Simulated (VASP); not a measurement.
Input of a VASP 6.6.1 run:

Contents of INCAR:

```
SYSTEM = AlN
ALGO = Normal
EDIFF = 1E-6
ENCUT = 520
GGA = PE
ISIF = 2
ISMEAR = 0
LASPH = .TRUE.
LCHARG = .TRUE.
LELF = .TRUE.
LREAL = .FALSE.
LVHAR = .TRUE.
LWAVE = .FALSE.
NBANDS = 26
NELM = 100
PREC = Accurate
SIGMA = 0.05
```

Contents of KPOINTS:

```
k-points
0
G
  8 8 3
  0 0 0
```

Contents of POSCAR:

```
AlN
1.0
   -3.1110021516      0.0000000000      0.0000000000
   -1.5555010758     -2.6942068945      0.0000000000
    0.0000000000      0.0000000000     10.2060000000
Al N
4 4
Direct
    0.3333333333      0.3333333333      0.8816122869
    0.3333333333      0.3333333333      0.3938599843
    0.6666666667      0.6666666667      0.1499838330
    0.6666666667      0.6666666667      0.6377361356
    0.3333333333      0.3333333333      0.0938923182
    0.3333333333      0.3333333333      0.5816446208
    0.6666666667      0.6666666667      0.3377684695
    0.6666666667      0.6666666667      0.8255207721
```

Potentials or basis: VASP PAW PBE potentials, release 64 (Al, N).

Run with:

```bash
$ cat potpaw_PBE.64/Al/POTCAR potpaw_PBE.64/N/POTCAR > POTCAR
$ mpirun -np 1 vasp_std > vasp.out
```

Question: What does it give for the largest force?

Answer: 1.776 eV/Å.

Question: What does it give for the band gap on the k mesh?

Answer: 3.82 eV.

Question: Predict the pressure.

Answer: 0.6 GPa.

Stress tensor (GPa, compression positive):
```
 3.52  0.00  0.00
 0.00  3.52  0.00
 0.00  0.00 -5.37
```

Caveat: the cell differs from its parent crystal (the distance across one plane changed); forces of over 1 eV/Å act on the atoms, so gaps and moduli don't describe the material at rest.
